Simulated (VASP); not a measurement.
Here is a VASP 6.6.1 calculation.

INCAR

```
SYSTEM = Si6O11
  PREC = Accurate
  ENCUT = 520
  EDIFF = 1E-6
  ISMEAR = 0
  SIGMA = 0.05
  LREAL = Auto
  LASPH = .True.
  NELM = 80
  ALGO = Normal
  ISIF = 2
  LWAVE = .False.
  LCHARG = .False.
  GGA = PE
  IVDW = 12
  NBANDS = 59
  NELECT = 88.0
```

The input KPOINTS:

```
regular mesh
0
Gamma
  4 4 2
  0 0 0
```

POSCAR

```
Si6O11
1.0
   -2.4573906087      4.2563253884      0.0000000000
    0.0000000000      0.0000000000      5.4210324304
    7.3721718262      4.2563253883      0.0000000000
Si O
6 11
Direct
    0.7669799462      0.6666666667      0.2330200538
    0.2669799462      0.6666666667      0.7330200538
    0.9660401075      0.3333333333      0.5000000000
    0.4660401075      0.3333333333      0.0000000000
    0.2669799462      0.0000000000      0.2669799462
    0.7669799462      0.0000000000      0.7669799462
    0.2730030153      0.2203350802      0.1370425925
    0.7730030153      0.2203350802      0.6370425925
    0.0690623811      0.8870017469      0.7949771961
    0.6579346037      0.5536684135      0.0679802114
    0.1579346037      0.5536684135      0.5679802114
    0.0690623811      0.7796649198      0.2050228039
    0.5690623811      0.7796649198      0.7050228039
    0.4802111688     -0.1077141801      0.3774199636
    0.6579346037      0.1129982531      0.9320197886
    0.7730030153      0.4463315865      0.3629574075
    0.2730030153      0.4463315865      0.8629574075
```

Potentials or basis: VASP PAW PBE potentials, release 64 (Si, O).

Run with:

```sh
$ cat potpaw_PBE.64/Si/POTCAR potpaw_PBE.64/O/POTCAR > POTCAR
$ mpirun -np 1 vasp_std > vasp.out
```

Problem. Estimate the dispersion energy per atom.

Solution. -0.143 eV.

Problem. What does it give for the largest force?

Solution. 4.347 eV/Å.

Forces on the atoms (eV/Å):
```
Si   0.007 -0.722 -0.633
Si   0.992  1.479  0.256
Si   2.977 -0.344  2.954
Si  -1.660 -0.911  0.226
Si  -2.793 -3.272  0.620
Si   1.015  0.361 -1.343
O    2.249  0.564 -1.164
O   -1.868 -0.013  0.142
O   -0.387 -0.170  0.019
O    1.151  1.002  1.427
O   -1.290 -1.202 -1.429
O    1.168 -0.885  0.994
O   -0.157 -0.008  0.031
O   -1.843  3.601 -1.436
O    0.404  0.114  0.312
O   -0.088  0.308 -0.817
O    0.122  0.099 -0.160
```

Caveat: the k points lie up to 0.37 Å⁻¹ apart; the cell carries a net charge on a neutralising background, which shifts energy and pressure; the cell differs from its parent crystal (atoms taken out, atom 14 moved 0.750 of the way to it and +0.500 Å across, host rigid).
